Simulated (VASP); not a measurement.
WS2, 3 atoms in the cell. The structure is trigonal, space group R3m (No. 160). The conventional cell has a = 3.200 Å, b = 3.200 Å, c = 18.733 Å, α = 90.00°, β = 90.00°, γ = 120.00°. W (site symmetry 3m) has 6 S at 2.42 to 2.45 Å and 6 W at 3.20 Å within 3.2 Å. Within 3.2 Å of S (site symmetry 3m) lie 3 W at 2.45 Å and 7 S at 3.17 to 3.20 Å. Within 3.2 Å of S (site symmetry 3m) lie 3 W at 2.42 Å and 7 S at 3.17 to 3.20 Å. 

```yaml
Program: VASP 6.6.1
Task: single point
Functional: PBE
Potentials_or_basis: VASP PAW PBE potentials, release 64 (W_sv, S)
Cutoff: 520 eV
k_mesh: 10 × 10 × 10
Occupations: fermi-dirac, width 0.05 eV
Spin: no spin polarisation
Dipole_correction: no
Further_INCAR_settings: ALGO = Normal; EDIFF = 1e-06; NBANDS = 20
```

Potentials or basis: VASP PAW PBE potentials, release 64 (W_sv, S).

The run is started by

```bash
$ cat potpaw_PBE.64/W_sv/POTCAR potpaw_PBE.64/S/POTCAR > POTCAR
$ mpirun -np 1 vasp_std > vasp.out
```

Hardware: 1 thread of Intel Xeon 8259CL, on a shared host.

Question: How long does it take, and how much memory?

Answer: Wall time 9 min on 1 thread of Intel Xeon 8259CL, on a shared host, peak memory 0.38 GiB. Counts: scf iterations 14, k points 116.
